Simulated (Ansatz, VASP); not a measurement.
Two plane-wave programs on Na

```xyz
1
Lattice="-2.1410 2.1410 2.1410 2.1410 -2.1410 2.1410 2.1410 2.1410 -2.1410" Properties=species:S:1:pos:R:3 pbc="T T T"
Na    0.0000    0.0000    0.0000
```

Alike in both runs: task relaxation of cell and atoms; functional BLYP; k mesh 9 × 9 × 9; occupations fermi-dirac, width 0.05 eV; no spin polarisation.

|  | VASP | Ansatz |
| --- | --- | --- |
| version | VASP 6.6.1 | Ansatz 0.2.0 |
| potentials or method | VASP PAW PBE potentials, release 64 (Na_pv) | Ansatz PAW |
| plane-wave cutoff (eV) | 600 | 420 |
| valence electrons in the cell | 7 | 9 |

|  | VASP | Ansatz | Ansatz less VASP |
| --- | --- | --- | --- |
| gap on the k mesh at the Fermi level, each at its own relaxed structure (eV) | none | none | - |
| relaxed volume (Å³/atom) | 36.94 | 37.00 | +0.062 |
| relaxed cell length with the largest relative difference (Å) | 3.634 | 3.636 | +0.0020 |

VASP's potentials were made for PBE, not for BLYP. A gap of «none» marks a metal or a gap that the smearing closes. VASP's potentials hold 7 valence electrons a cell and Ansatz's 9, so a difference there can come from the potentials and not from the codes.

Noted on Ansatz's run: the plane-wave basis is chosen anew once the cell has moved, so the energies of steps on either side of that aren't comparable.
